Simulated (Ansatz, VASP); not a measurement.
GaAs in VASP and in Ansatz

```
CELL_PARAMETERS angstrom
0.00000 2.83309 2.83309
2.83309 0.00000 2.83309
2.83309 2.83309 0.00000
ATOMIC_POSITIONS crystal
Ga 0.00000 0.00000 0.00000
As 0.25000 0.25000 0.25000
```

Alike in both runs: functional r2SCAN; k mesh 11 × 11 × 11; occupations fermi-dirac, width 0.08 eV; no spin polarisation.

Ansatz relaxed the structure, and its values are those at the end. VASP's run is a single point on that final structure, the one shown.

|  | VASP | Ansatz |
| --- | --- | --- |
| version | VASP 6.6.1 | Ansatz 0.2.0 |
| potentials or method | VASP PAW PBE potentials, release 64 (Ga_d, As) | PAW with Ansatz's default frozen-core files, scalar-relativistic |
| plane-wave cutoff (eV) | 520 | 500 |
| valence electrons in the cell | 18 | 28 |

```csv
,VASP,Ansatz,Ansatz less VASP
pressure (GPa),0.1,0.0,-0.12
```

VASP's potentials were made for PBE, not for r2SCAN. VASP's potentials hold 18 valence electrons a cell and Ansatz's 28, so a difference there can come from the potentials and not from the codes.
